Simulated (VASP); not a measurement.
# Si (P6_3/mmc) in VASP: notebook, part 3 of 3

VASP 6.6.1. The steps go on from the part before.

## (5) Electric field gradients, r2SCAN

Contents of POSCAR:

```
Si
1.0
    2.6895478028      0.0000000000      0.0000000000
   -1.3447739014      2.3292167219      0.0000000000
    0.0000000000      0.0000000000      4.5725623953
Si
2
Direct
    0.3333333333      0.6666666667      0.2500000000
    0.6666666667      0.3333333333      0.7500000000
```

Contents of INCAR.step1:

```
SYSTEM = Si
PREC = Accurate
ENCUT = 440
ISMEAR = -1
SIGMA = 0.05
LREAL = .False.
LASPH = .True.
NELM = 120
NBANDS = 11
GGA = PE
ALGO = Normal
EDIFF = 1E-5
LWAVE = .True.
LCHARG = .False.
GGA_COMPAT = .False.
```

Contents of INCAR.step2:

```
SYSTEM = Si
PREC = Accurate
ENCUT = 440
EDIFF = 1E-8
ISMEAR = -1
SIGMA = 0.05
LREAL = .False.
LASPH = .True.
NELM = 120
ALGO = Normal
ISIF = 2
LWAVE = .False.
LCHARG = .False.
METAGGA = R2SCAN
LMIXTAU = .True.
LEFG = .True.
NBANDS = 11
ISTART = 1
GGA_COMPAT = .False.
```

Contents of KPOINTS:

```
regular mesh
0
Gamma
  15 15 8
  0 0 0
```

Potentials or basis: VASP PAW PBE potentials, release 64 (Si).

Started as:

```console
cat potpaw_PBE.64/Si/POTCAR > POTCAR
cp INCAR.step1 INCAR
mpirun -np 1 vasp_std > vasp.out
cp INCAR.step2 INCAR
mpirun -np 1 vasp_std > vasp.out
```

OUTCAR:

```text
SYSTEM = Si
   PREC = Accurate
   ENCUT = 440
   EDIFF = 1E-8
   ISMEAR = -1
   LREAL = .False.
   LASPH = .True.
   NELM = 120
   ISIF = 2
   METAGGA = R2SCAN
   ISTART = 1

 ion  position               nearest neighbor table
   1  0.333  0.667  0.250-   2 2.76   2 2.76   2 2.76   2 2.76   2 2.76   2 2.76
   2  0.667  0.333  0.750-   1 2.76   1 2.76   1 2.76   1 2.76   1 2.76   1 2.76

  LATTYP: Found a hexagonal cell.
 ALAT       =     2.6895478028
 C/A-ratio  =     1.7001231176

  Lattice vectors:

 A1 = (   2.6895478028,   0.0000000000,   0.0000000000)
 A2 = (  -1.3447739014,   2.3292167219,   0.0000000000)
 A3 = (   0.0000000000,   0.0000000000,   4.5725623953)

Analysis of symmetry for initial positions (statically):
=====================================================================
 Subroutine PRICEL returns:
 Original cell was already a primitive cell.

 Routine SETGRP: Setting up the symmetry group for a
 hexagonal supercell.

 Subroutine GETGRP returns: Found 24 space group operations
 (whereof 12 operations were pure point group operations)
 out of a pool of 24 trial point group operations.

The static configuration has the point symmetry D_3d.
 The point group associated with its full space group is D_6h.

Analysis of symmetry for dynamics (positions and initial velocities):
=====================================================================
 Subroutine PRICEL returns:
 Original cell was already a primitive cell.

 Routine SETGRP: Setting up the symmetry group for a
 hexagonal supercell.

 Subroutine GETGRP returns: Found 24 space group operations
 (whereof 12 operations were pure point group operations)
 out of a pool of 24 trial point group operations.

The dynamic configuration has the point symmetry D_3d.
 The point group associated with its full space group is D_6h.

 Subroutine INISYM returns: Found 24 space group operations
 (whereof 12 operations are pure point group operations),
 and found     1 'primitive' translations

----------------------------------------------------------------------------------------

                                     Primitive cell

  volume of cell :      28.6450

  direct lattice vectors                    reciprocal lattice vectors
     2.689547803  0.000000000  0.000000000     0.371809714  0.214664439  0.000000000
    -1.344773901  2.329216722  0.000000000     0.000000000  0.429328877  0.000000000
     0.000000000  0.000000000  4.572562395     0.000000000  0.000000000  0.218695758

  length of vectors
     2.689547803  2.689547803  4.572562395     0.429328877  0.429328877  0.218695758

  position of ions in fractional coordinates (direct lattice)
     0.333333333  0.666666667  0.250000000
     0.666666667  0.333333333  0.750000000

  ion indices of the primitive-cell ions
   primitive index   ion index
                 1           1
                 2           2

----------------------------------------------------------------------------------------

 KPOINTS: regular mesh
[... 84 lines left out ...]
   EFERMI_NEDOS =   21; number of points for ismear=-14 and -15
   IALGO  =     38    algorithm
   IMIX   =      4    mixing-type and parameters
     AMIX     =   0.40;   BMIX     =  1.00
     AMIX_MAG =   1.60;   BMIX_MAG =  1.00
  volume/ion in A,a.u.               =      14.32        96.65
  Fermi-wavevector in a.u.,A,eV,Ry     =   1.070094  2.022184 15.580045  1.145101
  Thomas-Fermi vector in A             =   2.205793
   LORBIT       =      0    0 simple, 1 ext, 2 COOP (PROOUT), +10 PAW based schemes
   METAGGA = R2SCAN    functional components
   LHFCALC =     F    Hartree Fock is set to
   AEXX    =    0.0000 exact exchange contribution
   IVDW    =     0    specifies the selected vdW correction
   LEPSILON=     F    determine dielectric tensor
   LRPA    =     F    only Hartree local field effects (RPA)
 non-spin polarized calculation
  energy-cutoff  :      440.00
  volume of cell :       28.64
 maximum number of plane-waves:       618
   NGX =  9   NGY =  9   NGZ = 15

 number of electron       8.0000000 magnetization

 Free energy of the ion-electron system (eV)
  ---------------------------------------------------
  ext. energy  EPLUGINS =         0.00000000
  ---------------------------------------------------
  free energy    TOTEN  =       -16.13138718 eV

  energy without entropy =      -16.12603512  energy(sigma->0) =      -16.12871115

 E-fermi :  10.3876     XC(G=0): -12.0107

 val. band max:       10.3785374708   @ k =   0.2667   0.2000   0.5000
 cond. band min:      10.4016155274   @ k =   0.4000   0.0000   0.1250
 fundamental gap:      0.0230780566
 Fermi energy:        10.3875800741

 k-point     1 :       0.0000    0.0000    0.0000
  band No.  band energies     occupation
      1      -5.1243      2.00000
      2       1.6883      2.00000
      3       2.6346      2.00000
      4      19.8880      0.00000
      5      19.8880      0.00000
      6      21.1838      0.00000
      7      21.1838      0.00000
      8      21.4712      0.00000
      9      21.8175      0.00000
     10      24.4982      0.00000
     11      25.2282      0.00000
[... 309 lines left out ...]
 k-point    24 :       0.4000    0.2000    0.0000
  band No.  band energies     occupation
      1       2.4303      2.00000
      2       2.9993      2.00000
      3       8.1306      2.00000
      4       9.0471      2.00000
      5       9.3823      2.00000
      6       9.7281      2.00000
      7      10.9447      0.00003
      8      14.5221      0.00000
      9      16.3064      0.00000
     10      23.8688      0.00000
     11      27.8244      0.00000

 [... further k-points ...]

------------------------ aborting loop because EDIFF is reached ----------------------------------------

  FORCE on cell =-STRESS in cart. coord.  units (eV):
  Direction    XX          YY          ZZ          XY          YZ          ZX
  --------------------------------------------------------------------------------------
  -------------------------------------------------------------------------------------
  Total       -0.7079215     -0.7079215     -0.6371001      0.0000000      0.0000000      0.0000000
  in kB      -39.5955976    -39.5955976    -35.6344007      0.0000000      0.0000000      0.0000000
  external PRESSURE =     -38.2751987 kB  Pullay stress =       0.0000000 kB

 VOLUME and BASIS-vectors are now :
 -----------------------------------------------------------------------------
  energy-cutoff  :      440.00
  volume of cell :       28.64
      direct lattice vectors                 reciprocal lattice vectors
     2.689547803  0.000000000  0.000000000     0.371809714  0.214664439  0.000000000
    -1.344773901  2.329216722  0.000000000     0.000000000  0.429328877  0.000000000
     0.000000000  0.000000000  4.572562395     0.000000000  0.000000000  0.218695758

 POSITION                                       TOTAL-FORCE (eV/Angst)
 -----------------------------------------------------------------------------------
     -0.00000      1.55281      1.14314        -0.000000      0.000000      0.000000
      1.34477      0.77641      3.42942         0.000000     -0.000000      0.000000
 -----------------------------------------------------------------------------------
    total drift:                               -0.000000      0.000000     -0.000000

  FREE ENERGIE OF THE ION-ELECTRON SYSTEM (eV)
  ---------------------------------------------------
  free  energy   TOTEN  =       -16.1313871813 eV

  energy  without entropy=      -16.1260351193  energy(sigma->0) =      -16.12871115

 Electric field gradients (V/A^2)
---------------------------------------------------------------------
 ion       V_xx      V_yy      V_zz      V_xy      V_xz      V_yz
---------------------------------------------------------------------
   1      -1.263    -1.263     2.526    -0.000     0.000    -0.000
   2      -1.263    -1.263     2.526    -0.000    -0.000     0.000
---------------------------------------------------------------------

 Electric field gradients after diagonalization (V/A^2)
 (convention: |V_zz| > |V_xx| > |V_yy|)
----------------------------------------------------------------------
 ion       V_xx      V_yy      V_zz     asymmetry (V_yy - V_xx)/ V_zz
----------------------------------------------------------------------
   1      -1.263    -1.263     2.526       0.000
   2      -1.263    -1.263     2.526       0.000
----------------------------------------------------------------------

           NMR quadrupolar parameters

 Cq : quadrupolar parameter    Cq=e*Q*V_zz/h
 eta: asymmetry parameters     (V_yy - V_xx)/ V_zz
 Q  : nuclear electric quadrupole moment in mb (millibarn)
----------------------------------------------------------------------
 ion       Cq(MHz)       eta       Q (mb)
----------------------------------------------------------------------
   1       0.006       0.000       1.000
   2       0.006       0.000       1.000
----------------------------------------------------------------------
```

Run time: 82 s. Hardware: 1 thread of Intel Xeon Platinum 8375C at 2.90GHz (Ice Lake), shared host; peak memory 0.15 GiB.

What came out:

| Quantity | Value |
| --- | --- |
| Free energy | -16.1314 eV |
| Pressure | -3.8 GPa |
| Band gap on the k mesh | zero (bands 4 and 5 overlap by 13.41 eV) |
| Largest electric field gradient by atom | Si +2.5 V/Å² |

Stress tensor (GPa, compression positive):
```
-3.96  0.00  0.00
 0.00 -3.96  0.00
 0.00  0.00 -3.56
```

Levels at points of the mesh, in eV from the Fermi level:
```tsv
k point	band 1	band 2	band 3	band 4	band 5	band 6	band 7	band 8	band 9
(0.00, 0.00, 0.00)	-15.51	-8.70	-7.75	9.50	9.50	10.80	10.80	11.08	11.43
(0.00, 0.00, 0.50)	-13.68	-13.68	0.52	0.52	10.91	10.91	10.91	10.91	12.64
```

Electric field gradients, principal values (V/Å²):
| atom | least | middle | greatest (by size) |
| --- | --- | --- | --- |
| 1 Si | -1.263 | -1.263 | 2.526 |
| 2 Si | -1.263 | -1.263 | 2.526 |

Caveat: the cell stands under tension; without QUAD_EFG the Cq values of the log hold for a quadrupole moment of 1 mb, not for the nuclei; the PAW data sets were made with another functional, which shifts forces and pressure a little.

## (6) Overview

```csv
level,potentials or basis,cell,cutoff (eV),gap on the mesh (eV),pressure (GPa)
LDA,"VASP PAW LDA potentials, release 64 (Si)","a = 2.690, b = 2.690, c = 4.573 Å, angles 90.0, 90.0, 120.0°, 2 atoms",400,none,-3.3
PBEsol,"VASP PAW PBE potentials, release 64 (Si)","a = 2.690, b = 2.690, c = 4.573 Å, angles 90.0, 90.0, 120.0°, 2 atoms",400,none,-2.4
PBEsol,"VASP PAW PBE potentials, release 64 (Si)","a = 2.725, b = 2.725, c = 4.633 Å, angles 90.0, 90.0, 120.0°, 2 atoms",400,none,-5.3
r2SCAN,"VASP PAW PBE potentials, release 64 (Si)","a = 2.690, b = 2.690, c = 4.573 Å, angles 90.0, 90.0, 120.0°, 2 atoms",440,none,-3.8
```

Alike in all rows: task electric field gradients; no spin polarisation; k mesh 15 × 15 × 8; smearing fermi-dirac 0.05 eV.

Caveats: the cell stands under tension (at least some runs); the PAW data sets were made with another functional, which shifts forces and pressure a little (at least some runs).

Absolute energies hang on the potentials; compare differences alone.

The gap in the log of VASP goes by the Fermi energy; the results here count the filled bands.